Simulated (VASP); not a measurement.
Crystal: MnHg.

```
Hg Mn
1.0
     3.31500    0.00000    0.00000
     0.00000    3.31500    0.00000
     0.00000    0.00000    3.31500
Hg Mn
1 1
Direct
  0.00000 0.00000 0.00000
  0.50000 0.50000 0.50000
```

Base run:

* Program: VASP 6.6.1
* Functional: PBE
* Potentials or basis: VASP PAW PBE potentials, release 64 (Hg, Mn_pv)
* Cutoff: 520 eV
* k mesh: 7 × 7 × 7
* Occupations: fermi-dirac, width 0.05 eV
* Spin: collinear spin, ferromagnetic start
* Starting moments: [0.0, 5.0] μB
* Fixed moment: 5 μB

Its results: pressure 10.1 GPa; site moments Hg +0.19; Mn +4.33 μB.

Q: The run is repeated on the same cell with these changes: fixed moment from 5 μB to 6 μB; moments at the start from [0.0, 5.0] to [0.0, 6.0]. What comes out?

A: Pressure 23.1 GPa; site moments Hg +0.47; Mn +4.66 μB.

Caveats: the total moment is fixed, so each spin has its own Fermi level.
